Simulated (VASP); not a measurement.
# Hf in VASP: a series of runs

The runs below take Hf through single point, with r2SCAN.

Everything below comes from runs of VASP 6.6.1. Logs are shortened: lines on timing, memory, paths and dates and some standing lists are left out, and cuts for length are marked.

## (1) The cell of the first run

It takes space group Im-3m (No. 229, cubic). Conventional cell: a = 3.429 Å, b = 3.429 Å, c = 3.429 Å, α = 90.00°, β = 90.00°, γ = 90.00°. Hf (site symmetry m-3m) has 14 Hf at 2.97 to 3.43 Å within 3.9 Å.

This isn't the form of Hf at room conditions, which is hcp.

## (2) Single point, r2SCAN (strain -0.050 along x and y, -0.050 along z)

POSCAR reads:

```
Hf
1.0
   -1.7147500000      1.7147500000      1.7147500000
    1.7147500000     -1.7147500000      1.7147500000
    1.7147500000      1.7147500000     -1.7147500000
Hf
1
Direct
    0.0000000000      0.0000000000      0.0000000000
```

INCAR.step1 reads:

```
SYSTEM = Hf
PREC = Accurate ; ENCUT = 520
ISMEAR = 0 ; SIGMA = 0.15
LREAL = .FALSE. ; LASPH = .TRUE.
NELM = 60 ; NBANDS = 11
GGA = PE ; ALGO = Normal
EDIFF = 1E-4 ; LWAVE = .TRUE.
LCHARG = .FALSE.
```

INCAR.step2 reads:

```
SYSTEM = Hf
PREC = Accurate ; ENCUT = 520
EDIFF = 1E-7 ; ISMEAR = 0
SIGMA = 0.15 ; LREAL = .FALSE.
LASPH = .TRUE. ; NELM = 60
ALGO = Normal ; ISIF = 2
LWAVE = .FALSE. ; LCHARG = .TRUE.
METAGGA = R2SCAN ; LMIXTAU = .TRUE.
LELF = .TRUE. ; LVHAR = .TRUE.
NBANDS = 11 ; ISTART = 1
```

KPOINTS reads:

```
regular mesh
0
G
  18 18 18
  0 0 0
```

Potentials or basis: VASP PAW PBE potentials, release 64 (Hf_pv).

Run with:

```console
> cat potpaw_PBE.64/Hf_pv/POTCAR > POTCAR
> cp INCAR.step1 INCAR
> mpirun -np 1 vasp_std > vasp.out
> cp INCAR.step2 INCAR
> mpirun -np 1 vasp_std > vasp.out
```

OUTCAR:

```text
SYSTEM = Hf
   PREC = Accurate
   ENCUT = 520
   EDIFF = 1E-7
   ISMEAR = 0
   LREAL = .FALSE.
   LASPH = .TRUE.
   NELM = 60
   ISIF = 2
   METAGGA = R2SCAN
   ISTART = 1

 ion  position               nearest neighbor table
   1  0.000  0.000  0.000-

  LATTYP: Found a body centered cubic cell.
 ALAT       =     3.4295000000

  Lattice vectors:

 A1 = (  -1.7147500000,   1.7147500000,   1.7147500000)
 A2 = (   1.7147500000,  -1.7147500000,   1.7147500000)
 A3 = (   1.7147500000,   1.7147500000,  -1.7147500000)

Analysis of symmetry for initial positions (statically):
=====================================================================
 Subroutine PRICEL returns:
 Original cell was already a primitive cell.

 Routine SETGRP: Setting up the symmetry group for a
 body centered cubic supercell.

 Subroutine GETGRP returns: Found 48 space group operations
 (whereof 48 operations were pure point group operations)
 out of a pool of 48 trial point group operations.

The static configuration has the point symmetry O_h .

Analysis of symmetry for dynamics (positions and initial velocities):
=====================================================================
 Subroutine PRICEL returns:
 Original cell was already a primitive cell.

 Routine SETGRP: Setting up the symmetry group for a
 body centered cubic supercell.

 Subroutine GETGRP returns: Found 48 space group operations
 (whereof 48 operations were pure point group operations)
 out of a pool of 48 trial point group operations.

The dynamic configuration has the point symmetry O_h .

 Subroutine INISYM returns: Found 48 space group operations
 (whereof 48 operations are pure point group operations),
 and found     1 'primitive' translations

----------------------------------------------------------------------------------------

                                     Primitive cell

  volume of cell :      20.1680

  direct lattice vectors                    reciprocal lattice vectors
    -1.714750000  1.714750000  1.714750000     0.000000000  0.291587695  0.291587695
     1.714750000 -1.714750000  1.714750000     0.291587695  0.000000000  0.291587695
     1.714750000  1.714750000 -1.714750000     0.291587695  0.291587695  0.000000000

  length of vectors
     2.970034122  2.970034122  2.970034122     0.412367273  0.412367273  0.412367273

  position of ions in fractional coordinates (direct lattice)
     0.000000000  0.000000000  0.000000000

[... 81 lines left out ...]
   ISIF   =      2    stress and relaxation
   ISYM   =      2    0-nonsym 1-usesym 2-fastsym
   POTIM  = 0.5000    time-step for ionic-motion
   TEBEG  =    0.0;   TEEND  =   0.0 temperature during run
   PSTRESS=    0.0 pullay stress
   NELECT =      10.0000    total number of electrons
   NUPDOWN=      -1.0000    fix difference up-down
   EMIN   =  10.00;   EMAX   =-10.00  energy-range for DOS
   EFERMI =   0.00;   METHOD = LEGACY
   ISMEAR =     0;   SIGMA  =   0.15  broadening in eV -4-tet -1-fermi 0-gaus
   EFERMI_NEDOS =   21; number of points for ismear=-14 and -15
   IALGO  =     38    algorithm
   IMIX   =      4    mixing-type and parameters
     AMIX     =   0.40;   BMIX     =  1.00
     AMIX_MAG =   1.60;   BMIX_MAG =  1.00
  volume/ion in A,a.u.               =      20.17       136.10
  Fermi-wavevector in a.u.,A,eV,Ry     =   1.295748  2.448609 22.843692  1.678964
  Thomas-Fermi vector in A             =   2.427248
   LORBIT       =      0    0 simple, 1 ext, 2 COOP (PROOUT), +10 PAW based schemes
   METAGGA = R2SCAN    functional components
   LHFCALC =     F    Hartree Fock is set to
   AEXX    =    0.0000 exact exchange contribution
   IVDW    =     0    specifies the selected vdW correction
   LEPSILON=     F    determine dielectric tensor
   LRPA    =     F    only Hartree local field effects (RPA)
 non-spin polarized calculation
 Gauss-broadening in eV      SIGMA  =   0.15
  energy-cutoff  :      520.00
  volume of cell :       20.17
 maximum number of plane-waves:       559
 NGX is ok and might be reduce to    24
   NGX = 11   NGY = 11   NGZ = 11

 number of electron      10.0000002 magnetization

 Free energy of the ion-electron system (eV)
  ---------------------------------------------------
  ext. energy  EPLUGINS =         0.00000000
  ---------------------------------------------------
  free energy    TOTEN  =       -44.88873778 eV

  energy without entropy =      -44.87067823  energy(sigma->0) =      -44.87970801

 E-fermi :   5.1709     XC(G=0): -12.7029

 val. band max:        5.1696140882   @ k =  -0.4444   0.4444   0.1111
 cond. band min:       5.1994256440   @ k =   0.2778   0.2222   0.0000
 fundamental gap:      0.0298115558
 Fermi energy:         5.1709385378

 k-point     1 :       0.0000    0.0000    0.0000
  band No.  band energies     occupation
      1     -25.3682      2.00000
      2     -25.3682      2.00000
      3     -25.3682      2.00000
      4      -2.5325      2.00000
      5       7.0297      0.00000
      6       7.0297      0.00000
      7       7.0297      0.00000
      8      10.1588      0.00000
      9      10.1588      0.00000
     10      17.7128      0.00000
     11      19.6458      0.00000
[... 309 lines left out ...]
 k-point    24 :       0.3889    0.1111    0.0000
  band No.  band energies     occupation
      1     -26.4759      2.00000
      2     -25.7713      2.00000
      3     -25.4296      2.00000
      4       1.7172      2.00000
      5       4.6642      2.00000
      6       5.8597      0.00000
      7       9.9156      0.00000
      8      11.2762      0.00000
      9      14.0025      0.00000
     10      17.0922      0.00000
     11      17.7132      0.00000

 [... further k-points ...]

------------------------ aborting loop because EDIFF is reached ----------------------------------------

  FORCE on cell =-STRESS in cart. coord.  units (eV):
  Direction    XX          YY          ZZ          XY          YZ          ZX
  --------------------------------------------------------------------------------------
  -------------------------------------------------------------------------------------
  Total        1.3709713      1.3709713      1.3709713      0.0000000      0.0000000      0.0000000
  in kB      108.9121967    108.9121967    108.9121967      0.0000000      0.0000000      0.0000000
  external PRESSURE =     108.9121967 kB  Pullay stress =       0.0000000 kB

 VOLUME and BASIS-vectors are now :
 -----------------------------------------------------------------------------
  energy-cutoff  :      520.00
  volume of cell :       20.17
      direct lattice vectors                 reciprocal lattice vectors
    -1.714750000  1.714750000  1.714750000     0.000000000  0.291587695  0.291587695
     1.714750000 -1.714750000  1.714750000     0.291587695  0.000000000  0.291587695
     1.714750000  1.714750000 -1.714750000     0.291587695  0.291587695  0.000000000

 POSITION                                       TOTAL-FORCE (eV/Angst)
 -----------------------------------------------------------------------------------
      0.00000      0.00000      0.00000        -0.000000      0.000000     -0.000000
 -----------------------------------------------------------------------------------
    total drift:                                0.000000      0.000000      0.000000

  FREE ENERGIE OF THE ION-ELECTRON SYSTEM (eV)
  ---------------------------------------------------
  free  energy   TOTEN  =       -44.8887377814 eV

  energy  without entropy=      -44.8706782312  energy(sigma->0) =      -44.87970801
```

It took 3.6 min on 1 thread of Intel Xeon 8259CL, shared host; peak memory 0.18 GiB.

What came out:

```
Free energy            : -44.8887 eV
Pressure               : 10.9 GPa
Band gap on the k mesh : zero (bands 5 and 6 overlap by 2.60 eV)
```

Caveat: the cell differs from its parent crystal (strain -0.050 along x and y, -0.050 along z); the cell stands under pressure; the PAW data sets were made with another functional, which shifts forces and pressure a little; spin-orbit coupling is left out, which moves the levels of the heavy elements.

## (3) Single point, r2SCAN (strain -0.025 along x and y, -0.025 along z)

POSCAR reads:

```
Hf
1.0
   -1.7598750000      1.7598750000      1.7598750000
    1.7598750000     -1.7598750000      1.7598750000
    1.7598750000      1.7598750000     -1.7598750000
Hf
1
Direct
    0.0000000000      0.0000000000      0.0000000000
```

INCAR.step1 reads:

```
SYSTEM = Hf
  PREC = Accurate
  ENCUT = 520
  ISMEAR = 0
  SIGMA = 0.15
  LREAL = .False.
  LASPH = .True.
  NELM = 60
  NBANDS = 11
  GGA = PE
  ALGO = Normal
  EDIFF = 1E-4
  LWAVE = .True.
  LCHARG = .False.
```

INCAR.step2 reads:

```
SYSTEM = Hf
  PREC = Accurate
  ENCUT = 520
  EDIFF = 1E-7
  ISMEAR = 0
  SIGMA = 0.15
  LREAL = .False.
  LASPH = .True.
  NELM = 60
  ALGO = Normal
  ISIF = 2
  LWAVE = .False.
  LCHARG = .False.
  METAGGA = R2SCAN
  LMIXTAU = .True.
  NBANDS = 11
  ISTART = 1
```

KPOINTS reads:

```
regular mesh
0
Gamma
  18 18 18
  0 0 0
```

Potentials or basis: VASP PAW PBE potentials, release 64 (Hf_pv).

Run with:

```console
> cat potpaw_PBE.64/Hf_pv/POTCAR > POTCAR
> cp INCAR.step1 INCAR
> mpirun -np 1 vasp_std > vasp.out
> cp INCAR.step2 INCAR
> mpirun -np 1 vasp_std > vasp.out
```

It took 3.4 min on 1 thread of Intel Xeon 8259CL, shared host; peak memory 0.18 GiB.

The run converged. Its results:

```yaml
Free_energy: -44.9489 eV
Pressure: 1.4 GPa
Band_gap_on_the_k_mesh: zero (bands 5 and 6 overlap by 2.59 eV)
```

Levels at points of the mesh, in eV from the Fermi level:
```tsv
k point	band 3	band 4	band 5	band 6	band 7	band 8
(0.00, 0.00, 0.00)	-30.87	-7.47	1.79	1.79	1.79	4.69
(0.50, 0.00, 0.00)	-30.88	-3.56	-0.43	0.96	4.58	5.60
(0.50, 0.50, 0.50)	-31.50	-2.82	-2.82	7.29	7.29	7.29
```

Caveat: the cell differs from its parent crystal (strain -0.025 along x and y, -0.025 along z); the PAW data sets were made with another functional, which shifts forces and pressure a little; spin-orbit coupling is left out, which moves the levels of the heavy elements.

## (4) Single point, r2SCAN (strain +0.050 along x and y, +0.050 along z)

POSCAR reads:

```
Hf
1.0
   -1.8952500000      1.8952500000      1.8952500000
    1.8952500000     -1.8952500000      1.8952500000
    1.8952500000      1.8952500000     -1.8952500000
Hf
1
Direct
    0.0000000000      0.0000000000      0.0000000000
```

INCAR.step1 reads:

```
ALGO = Normal ; EDIFF = 1E-4
ENCUT = 520 ; GGA = PE
ISMEAR = 0 ; LASPH = T
LCHARG = F ; LREAL = F
LWAVE = T ; NBANDS = 11
NELM = 60 ; PREC = Accurate
SIGMA = 0.15
```

INCAR.step2 reads:

```
ALGO = Normal ; EDIFF = 1E-7
ENCUT = 520 ; ISIF = 2
ISMEAR = 0 ; ISTART = 1
LASPH = T ; LCHARG = F
LMIXTAU = T ; LREAL = F
LWAVE = F ; METAGGA = R2SCAN
NBANDS = 11 ; NELM = 60
PREC = Accurate ; SIGMA = 0.15
```

KPOINTS reads:

```
k-points
0
Gamma
  18 18 18
```

Run with:

```console
> cat potpaw_PBE.64/Hf_pv/POTCAR > POTCAR
> cp INCAR.step1 INCAR
> mpirun -np 1 vasp_std > vasp.out
> cp INCAR.step2 INCAR
> mpirun -np 1 vasp_std > vasp.out
```

Run time: 2.8 min. Hardware: 1 thread of Intel Xeon 8259CL, shared host; peak memory 0.19 GiB.

The run converged. Its results:

| Property | Result |
| --- | --- |
| Free energy | -44.6640 eV |
| Pressure | -15.4 GPa |
| Band gap on the k mesh | zero (bands 5 and 6 overlap by 2.20 eV) |

Levels at points of the mesh, in eV from the Fermi level:
```tsv
k point	band 1	band 2	band 3	band 4	band 5	band 6	band 7	band 8	band 9	band 10
(0.00, 0.00, 0.00)	-31.84	-31.84	-31.84	-6.75	1.52	1.52	1.52	3.82	3.82	11.30
(0.50, 0.00, 0.00)	-32.26	-31.98	-31.84	-2.95	-0.16	0.27	3.60	4.41	6.26	8.23
(0.50, 0.50, 0.50)	-32.14	-32.14	-32.14	-1.95	-1.95	5.65	5.65	5.65	6.02	6.02
```

Caveat: the cell differs from its parent crystal (strain +0.050 along x and y, +0.050 along z); the cell stands under tension; the PAW data sets were made with another functional, which shifts forces and pressure a little; spin-orbit coupling is left out, which moves the levels of the heavy elements.

## (5) Single point, r2SCAN (strain -0.050 along x and y, -0.025 along z)

POSCAR reads:

```
Hf
1.0
   -1.7147500000      1.7147500000      1.7598750000
    1.7147500000     -1.7147500000      1.7598750000
    1.7147500000      1.7147500000     -1.7598750000
Hf
1
Direct
    0.0000000000      0.0000000000      0.0000000000
```

INCAR.step1 reads:

```
PREC = Accurate
ENCUT = 520
ISMEAR = 0
SIGMA = 0.15
LREAL = F
LASPH = T
NELM = 100
NBANDS = 11
GGA = PE
ALGO = Normal
EDIFF = 1E-4
LWAVE = T
LCHARG = F
```

INCAR.step2 reads:

```
PREC = Accurate
ENCUT = 520
EDIFF = 1E-6
ISMEAR = 0
SIGMA = 0.15
LREAL = F
LASPH = T
NELM = 100
ALGO = Normal
ISIF = 2
LWAVE = F
LCHARG = T
METAGGA = R2SCAN
LMIXTAU = T
LELF = T
LVHAR = T
NBANDS = 11
ISTART = 1
```

KPOINTS reads:

```
Automatic mesh
0
Gamma
  18 18 18
```

Run with:

```console
> cat potpaw_PBE.64/Hf_pv/POTCAR > POTCAR
> cp INCAR.step1 INCAR
> mpirun -np 1 vasp_std > vasp.out
> cp INCAR.step2 INCAR
> mpirun -np 1 vasp_std > vasp.out
```

Run time: 5.3 min. Hardware: 1 thread of Intel Xeon 8259CL, shared host; peak memory 0.23 GiB.

It converged, with:

- Free energy: -44.9204 eV
- Pressure: 7.5 GPa
- Band gap on the k mesh: zero (bands 5 and 6 overlap by 2.49 eV)

Stress tensor (GPa, compression positive):
```
7.07 0.00 0.00
0.00 7.07 0.00
0.00 0.00 8.24
```

Levels at points of the mesh, in eV from the Fermi level:
```
           k point  band 3  band 4  band 5  band 6  band 7  band 8
(0.00, 0.00, 0.00)  -30.65   -7.63    1.73    1.73    2.07    4.65
(0.50, 0.00, 0.00)  -30.65   -3.74   -0.41    1.14    4.62    5.87
(0.50, 0.50, 0.00)  -30.67   -3.71   -0.75    1.32    5.11    6.04
(0.50, 0.50, 0.50)  -31.37   -3.11   -3.03    7.65    7.74    7.74
```

Caveat: the cell differs from its parent crystal (strain -0.050 along x and y, -0.025 along z); the cell stands under pressure; the PAW data sets were made with another functional, which shifts forces and pressure a little; spin-orbit coupling is left out, which moves the levels of the heavy elements.

## (6) Overview

```tsv
cell	gap on the mesh (eV)	pressure (GPa)
a = 2.970 Å, angles 109.5°, 1 atom	none	10.9
a = 3.048 Å, angles 109.5°, 1 atom	none	1.4
a = 3.283 Å, angles 109.5°, 1 atom	none	-15.4
a = 2.996 Å, angles 110.2, 110.2, 108.1°, 1 atom	none	7.5
```

Alike in all rows: task single point; level r2SCAN; potentials or basis VASP PAW PBE potentials, release 64 (Hf_pv); no spin polarisation; k mesh 18 × 18 × 18; cutoff (eV) 520; smearing gaussian 0.15 eV.

Caveats: the PAW data sets were made with another functional, which shifts forces and pressure a little; spin-orbit coupling is left out, which moves the levels of the heavy elements; the cell stands under pressure (at least some runs); the cell stands under tension (at least some runs).

Total energies depend on the potentials used, so only differences within one code and one set of settings carry meaning.

The gap in the log of VASP goes by the Fermi energy; the results here count the filled bands.